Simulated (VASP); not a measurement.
# HfN (I-4m2) in VASP: further runs

HfN is run at these levels: PBEsol; tasks: single point.

Program: VASP 6.6.1. These are calculated values, not measurements. Logs are shortened: lines on timing, memory, paths and dates and some standing lists are left out, and cuts for length are marked.

### Step 1. The cell of the first run

It takes space group I-4m2 (No. 119, tetragonal). Conventional cell: a = 3.385 Å, b = 3.385 Å, c = 4.910 Å, α = 90.00°, β = 90.00°, γ = 90.00°. Hf (site symmetry -4m2) has 4 N at 2.09 Å within 2.8 Å. Within 2.8 Å of N (site symmetry -4m2) lie 4 Hf at 2.09 Å.

### Step 2. Single point, PBEsol (strain -0.025 along x and y, +0.000 along z)

File INCAR:

```
SYSTEM = HfN
  PREC = Accurate
  ENCUT = 520
  EDIFF = 1E-7
  ISMEAR = 0
  SIGMA = 0.15
  LREAL = .False.
  LASPH = .True.
  NELM = 100
  ALGO = Normal
  ISIF = 2
  LWAVE = .False.
  LCHARG = .True.
  GGA = PS
  LELF = .True.
  LVHAR = .True.
  NBANDS = 14
```

File KPOINTS:

```
regular mesh
0
Gamma
  16 16 16
  0 0 0
```

File POSCAR:

```
HfN
1.0
    0.0000000000      2.3934514500      2.4548220000
    2.3934514500      0.0000000000      2.4548220000
    2.3934514500      2.3934514500      0.0000000000
Hf N
1 1
Direct
    0.0000000000      0.0000000000      0.0000000000
    0.7500000000      0.7500000000      0.7500000000
```

Potentials or basis: VASP PAW PBE potentials, release 64 (Hf_pv, N).

The run is started by

```bash
$ cat potpaw_PBE.64/Hf_pv/POTCAR potpaw_PBE.64/N/POTCAR > POTCAR
$ mpirun -np 1 vasp_std > vasp.out
```

OUTCAR:

```text
SYSTEM = HfN
   PREC = Accurate
   ENCUT = 520
   EDIFF = 1E-7
   ISMEAR = 0
   LREAL = .False.
   LASPH = .True.
   NELM = 100
   ISIF = 2
   GGA = PS

 ion  position               nearest neighbor table
   1  0.000  0.000  0.000-   2 2.09   2 2.09   2 2.09   2 2.09
   2  0.750  0.750  0.750-   1 2.09   1 2.09   1 2.09   1 2.09

  LATTYP: Found a body centered tetragonal cell.
 ALAT       =     3.3848515015
 C/A-ratio  =     1.4504754486

  Lattice vectors:

 A1 = (  -2.3934514500,   0.0000000000,   2.4548220000)
 A2 = (   2.3934514500,   0.0000000000,   2.4548220000)
 A3 = (   0.0000000000,   2.3934514500,  -2.4548220000)

Analysis of symmetry for initial positions (statically):
=====================================================================
 Subroutine PRICEL returns:
 Original cell was already a primitive cell.

 Routine SETGRP: Setting up the symmetry group for a
 body centered tetragonal supercell.

 Subroutine GETGRP returns: Found  8 space group operations
 (whereof  8 operations were pure point group operations)
 out of a pool of 16 trial point group operations.

The static configuration has the point symmetry D_2d.

Analysis of symmetry for dynamics (positions and initial velocities):
=====================================================================
 Subroutine PRICEL returns:
 Original cell was already a primitive cell.

 Routine SETGRP: Setting up the symmetry group for a
 body centered tetragonal supercell.

 Subroutine GETGRP returns: Found  8 space group operations
 (whereof  8 operations were pure point group operations)
 out of a pool of 16 trial point group operations.

The dynamic configuration has the point symmetry D_2d.

 Subroutine INISYM returns: Found  8 space group operations
 (whereof  8 operations are pure point group operations),
 and found     1 'primitive' translations

----------------------------------------------------------------------------------------

                                     Primitive cell

  volume of cell :      28.1254

  direct lattice vectors                    reciprocal lattice vectors
     0.000000000  2.393451450  2.454822000    -0.208903339  0.208903339  0.203680756
     2.393451450  0.000000000  2.454822000     0.208903339 -0.208903339  0.203680756
     2.393451450  2.393451450  0.000000000     0.208903339  0.208903339 -0.203680756

  length of vectors
     3.428521678  3.428521678  3.384851501     0.358841275  0.358841275  0.358841275

  position of ions in fractional coordinates (direct lattice)
     0.000000000  0.000000000  0.000000000
     0.750000000  0.750000000  0.750000000

  ion indices of the primitive-cell ions
   primitive index   ion index
                 1           1
                 2           2

----------------------------------------------------------------------------------------

 KPOINTS: regular mesh

Automatic generation of k-mesh.
 Grid dimensions read from file:
 generate k-points for:   16   16   16

 Generating k-lattice:

  Cartesian coordinates                     Fractional coordinates (reciprocal lattice)
    -0.013056459  0.013056459  0.012730047     0.062500000 -0.000000000  0.000000000
     0.013056459 -0.013056459  0.012730047    -0.000000000  0.062500000  0.000000000
     0.013056459  0.013056459 -0.012730047     0.000000000  0.000000000  0.062500000

  Length of vectors
     0.022427580  0.022427580  0.022427580

  Shift w.r.t. Gamma in fractional coordinates (k-lattice)
     0.000000000  0.000000000  0.000000000

 Subroutine IBZKPT returns following result:
 ===========================================

 Found    349 irreducible k-points:

 Following reciprocal coordinates:
            Coordinates               Weight
  0.000000  0.000000  0.000000      1.000000
  0.062500  0.000000  0.000000      8.000000
  0.125000  0.000000  0.000000      8.000000
  0.187500  0.000000  0.000000      8.000000
  0.250000  0.000000  0.000000      8.000000
  0.312500  0.000000  0.000000      8.000000
[... 16 lines left out ...]
 -0.125000  0.062500  0.000000      8.000000
 -0.062500  0.062500  0.000000      4.000000
 [... further k-points ...]
   k-points           NKPTS =    349   k-points in BZ     NKDIM =    349   number of bands    NBANDS=     14
   number of dos      NEDOS =    301   number of ions     NIONS =      2
   total plane-waves  NPLWV =  21952
   dimension x,y,z NGX =    28 NGY =   28 NGZ =   28
   dimension x,y,z NGXF=    56 NGYF=   56 NGZF=   56
   ions per type =               1   1
   NGX,Y,Z   is equivalent  to a cutoff of  13.58, 13.58, 13.75 a.u.
   NGXF,Y,Z  is equivalent  to a cutoff of  27.15, 27.15, 27.50 a.u.
 SYSTEM =  HfN
   PREC   = accura    normal or accurate (medium, high low for compatibility)
   ISTART =      0    job   : 0-new  1-cont  2-samecut
   ICHARG =      2    charge: 1-file 2-atom 10-const
   ISPIN  =      1    spin polarized calculation?
   LNONCOLLINEAR =      F non collinear calculations
   LSORBIT =      F    spin-orbit coupling
   LASPH  =      T    aspherical Exc in radial PAW
   ENCUT  =  520.0 eV  38.22 Ry    6.18 a.u.   6.37  6.37  6.29*2*pi/ulx,y,z
   NELM   =    100;   NELMIN=  2; NELMDL= -5     # of ELM steps
   EDIFF  = 0.1E-06   stopping-criterion for ELM
   LREAL  =      F    real-space projection
   EDIFFG = 0.1E-05   stopping-criterion for IOM
   NSW    =      0    number of steps for IOM
   IBRION =     -1    ionic relax: 0-MD 1-quasi-New 2-CG
   NFREE  =      0    steps in history (QN), initial steepest desc. (CG)
   ISIF   =      2    stress and relaxation
   ISYM   =      2    0-nonsym 1-usesym 2-fastsym
   POTIM  = 0.5000    time-step for ionic-motion
   TEBEG  =    0.0;   TEEND  =   0.0 temperature during run
   PSTRESS=    0.0 pullay stress
   NELECT =      15.0000    total number of electrons
   NUPDOWN=      -1.0000    fix difference up-down
   EMIN   =  10.00;   EMAX   =-10.00  energy-range for DOS
   EFERMI =   0.00;   METHOD = LEGACY
   ISMEAR =     0;   SIGMA  =   0.15  broadening in eV -4-tet -1-fermi 0-gaus
   EFERMI_NEDOS =   21; number of points for ismear=-14 and -15
   IALGO  =     38    algorithm
   IMIX   =      4    mixing-type and parameters
     AMIX     =   0.40;   BMIX     =  1.00
     AMIX_MAG =   1.60;   BMIX_MAG =  1.00
  volume/ion in A,a.u.               =      14.06        94.90
  Fermi-wavevector in a.u.,A,eV,Ry     =   1.327615  2.508829 23.981108  1.762562
  Thomas-Fermi vector in A             =   2.456914
   LORBIT       =      0    0 simple, 1 ext, 2 COOP (PROOUT), +10 PAW based schemes
   GGA     = PS    functional components
   LHFCALC =     F    Hartree Fock is set to
   AEXX    =    0.0000 exact exchange contribution
   IVDW    =     0    specifies the selected vdW correction
   LEPSILON=     F    determine dielectric tensor
   LRPA    =     F    only Hartree local field effects (RPA)
 non-spin polarized calculation
 Gauss-broadening in eV      SIGMA  =   0.15
  energy-cutoff  :      520.00
  volume of cell :       28.13
 maximum number of plane-waves:       773
 NGX is ok and might be reduce to    28
   NGX = 13   NGY = 13   NGZ = 13

 number of electron      15.0000001 magnetization

 Free energy of the ion-electron system (eV)
  ---------------------------------------------------
  ext. energy  EPLUGINS =         0.00000000
  ---------------------------------------------------
  free energy    TOTEN  =       -22.25803658 eV

  energy without entropy =      -22.25125272  energy(sigma->0) =      -22.25464465

 E-fermi :   6.0000     XC(G=0): -11.6403

 val. band max:        5.9768659432   @ k =  -0.2500   0.2500   0.1875
 cond. band min:       6.0304034440   @ k =   0.2500   0.1875   0.0000
 fundamental gap:      0.0535375008
 Fermi energy:         6.0000495902

 k-point     1 :       0.0000    0.0000    0.0000
  band No.  band energies     occupation
      1     -24.8800      2.00000
      2     -24.8800      2.00000
      3     -24.8798      2.00000
      4     -10.3615      2.00000
      5       0.2611      2.00000
      6       0.3336      2.00000
      7       0.3336      2.00000
      8       5.3822      2.00000
      9       8.1471      0.00000
     10       8.4918      0.00000
     11      12.6137      0.00000
     12      13.0562      0.00000
     13      13.0562      0.00000
     14      18.5414      0.00000

 k-point     2 :       0.0625    0.0000    0.0000
  band No.  band energies     occupation
      1     -24.9036      2.00000
      2     -24.8831      2.00000
      3     -24.8827      2.00000
      4     -10.3078      2.00000
      5       0.2068      2.00000
      6       0.3255      2.00000
      7       0.3660      2.00000
      8       5.6055      1.99980
      9       8.0775      0.00000
     10       8.4070      0.00000
     11      12.6373      0.00000
     12      13.0380      0.00000
     13      13.1696      0.00000
     14      18.5333      0.00000

 k-point     3 :       0.1250    0.0000    0.0000
  band No.  band energies     occupation
      1     -24.9702      2.00000
      2     -24.8924      2.00000
      3     -24.8902      2.00000
      4     -10.1576      2.00000
      5       0.0051      2.00000
      6       0.4020      2.00000
      7       0.4565      2.00000
      8       6.1858      0.07982
      9       7.9258      0.00000
     10       8.2143      0.00000
     11      12.4672      0.00000
     12      13.1944      0.00000
     13      13.4105      0.00000
     14      17.6244      0.00000
[... 324 lines left out ...]
 k-point    23 :      -0.1250    0.0625    0.0000
  band No.  band energies     occupation
      1     -25.0144      2.00000
      2     -24.9108      2.00000
      3     -24.8899      2.00000
      4     -10.0485      2.00000
      5      -0.1343      2.00000
      6       0.4962      2.00000
      7       0.4997      2.00000
      8       6.5767      0.00000
      9       7.8537      0.00000
     10       8.1357      0.00000
     11      12.4743      0.00000
     12      12.9801      0.00000
     13      13.6929      0.00000
     14      17.0653      0.00000

 k-point    24 :      -0.0625    0.0625    0.0000
  band No.  band energies     occupation
      1     -24.9398      2.00000
      2     -24.8945      2.00000
      3     -24.8837      2.00000
      4     -10.2215      2.00000
      5       0.0801      2.00000
      6       0.3772      2.00000
      7       0.4044      2.00000
      8       5.9515      1.35314
      9       8.1392      0.00000
     10       8.1522      0.00000
     11      12.7095      0.00000
     12      12.8492      0.00000
     13      13.4258      0.00000
     14      18.2886      0.00000

 [... further k-points ...]

------------------------ aborting loop because EDIFF is reached ----------------------------------------

  FORCE on cell =-STRESS in cart. coord.  units (eV):
  Direction    XX          YY          ZZ          XY          YZ          ZX
  --------------------------------------------------------------------------------------
  -------------------------------------------------------------------------------------
  Total        1.0080179      1.0080179      0.3050324      0.0000000      0.0000000      0.0000000
  in kB       57.4221675     57.4221675     17.3762990      0.0000000      0.0000000      0.0000000
  external PRESSURE =      44.0735446 kB  Pullay stress =       0.0000000 kB

 VOLUME and BASIS-vectors are now :
 -----------------------------------------------------------------------------
  energy-cutoff  :      520.00
  volume of cell :       28.13
      direct lattice vectors                 reciprocal lattice vectors
     0.000000000  2.393451450  2.454822000    -0.208903339  0.208903339  0.203680756
     2.393451450  0.000000000  2.454822000     0.208903339 -0.208903339  0.203680756
     2.393451450  2.393451450  0.000000000     0.208903339  0.208903339 -0.203680756

 POSITION                                       TOTAL-FORCE (eV/Angst)
 -----------------------------------------------------------------------------------
      0.00000      0.00000      0.00000         0.000000      0.000000     -0.000000
      3.59018      3.59018      3.68223        -0.000000     -0.000000      0.000000
 -----------------------------------------------------------------------------------
    total drift:                                0.000000      0.000000      0.000000

  FREE ENERGIE OF THE ION-ELECTRON SYSTEM (eV)
  ---------------------------------------------------
  free  energy   TOTEN  =       -22.2580365820 eV

  energy  without entropy=      -22.2512527173  energy(sigma->0) =      -22.25464465
```

It took 2.5 min on 1 thread of AMD EPYC 9R14 (Zen 4), shared host; peak memory 0.24 GiB.

What came out:

```
Free energy            : -22.2580 eV
Pressure               : 4.4 GPa
Band gap on the k mesh : zero (an odd number of electrons rules out a gap without spin polarisation)
```

Levels at points of the mesh, in eV from the Fermi level:
```tsv
k point	band 4	band 5	band 6	band 7	band 8	band 9	band 10	band 11	band 12	band 13
(0.00, 0.00, 0.00)	-16.36	-5.74	-5.67	-5.67	-0.62	2.15	2.49	6.61	7.06	7.06
(0.50, 0.00, 0.00)	-15.15	-5.83	-5.13	-4.99	1.62	2.84	2.89	4.34	5.56	5.58
(0.50, 0.50, 0.00)	-14.70	-7.25	-3.60	-3.60	-1.28	2.23	4.29	4.92	4.92	10.32
(0.50, 0.00, 0.50)	-14.74	-7.19	-3.72	-3.64	-1.11	2.28	4.29	4.91	4.98	10.86
```

Caveat: the cell differs from its parent crystal (strain -0.025 along x and y, +0.000 along z); the cell stands under pressure; the PAW data sets were made with another functional, which shifts forces and pressure a little; spin-orbit coupling is left out, which moves the levels of the heavy elements; an odd number of electrons without spin polarisation forces a metal; a magnetic or distorted state may lie lower.

### Step 3. Single point, PBEsol (strain +0.000 along x and y, -0.025 along z)

File INCAR:

```
ALGO = Normal ; EDIFF = 1E-6
ENCUT = 520 ; GGA = PS
ISIF = 2 ; ISMEAR = 0
LASPH = T ; LCHARG = F
LREAL = F ; LWAVE = F
NBANDS = 14 ; NELM = 100
PREC = Accurate ; SIGMA = 0.15
```

File KPOINTS:

```
k-points
0
Gamma
  16 16 16
```

File POSCAR:

```
HfN
1.0
    0.0000000000      2.4548220000      2.3934514500
    2.4548220000      0.0000000000      2.3934514500
    2.4548220000      2.4548220000      0.0000000000
Hf N
1 1
Direct
    0.0000000000      0.0000000000      0.0000000000
    0.7500000000      0.7500000000      0.7500000000
```

Potentials or basis: VASP PAW PBE potentials, release 64 (Hf_pv, N).

The run is started by

```bash
$ cat potpaw_PBE.64/Hf_pv/POTCAR potpaw_PBE.64/N/POTCAR > POTCAR
$ mpirun -np 1 vasp_std > vasp.out
```

Run time: 2.4 min. Hardware: 1 thread of AMD EPYC 9R14 (Zen 4), shared host; peak memory 0.25 GiB.

It converged, with:

```
Free energy            : -22.2661 eV
Pressure               : -1.0 GPa
Band gap on the k mesh : zero (an odd number of electrons rules out a gap without spin polarisation)
```

Stress tensor (GPa, compression positive):
```
-2.27  0.00  0.00
 0.00 -2.27  0.00
 0.00  0.00  1.41
```

Levels at points of the mesh, in eV from the Fermi level:
```csv
k point,band 5,band 6,band 7,band 8,band 9,band 10,band 11,band 12
"(0.00, 0.00, 0.00)",-5.59,-5.59,-5.52,-0.68,2.09,2.42,6.60,6.60
"(0.50, 0.00, 0.00)",-5.78,-5.03,-4.90,1.58,2.77,2.80,4.25,5.40
"(0.50, 0.50, 0.00)",-7.03,-3.67,-3.67,-1.04,2.25,4.12,4.79,4.79
"(0.50, 0.00, 0.50)",-7.09,-3.65,-3.56,-1.21,2.16,4.16,4.76,4.81
```

Caveat: the cell differs from its parent crystal (strain +0.000 along x and y, -0.025 along z); the PAW data sets were made with another functional, which shifts forces and pressure a little; spin-orbit coupling is left out, which moves the levels of the heavy elements; an odd number of electrons without spin polarisation forces a metal; a magnetic or distorted state may lie lower.

(Part 1 of 2 ends here.)

The gap in the log of VASP goes by the Fermi energy; the results here count the filled bands.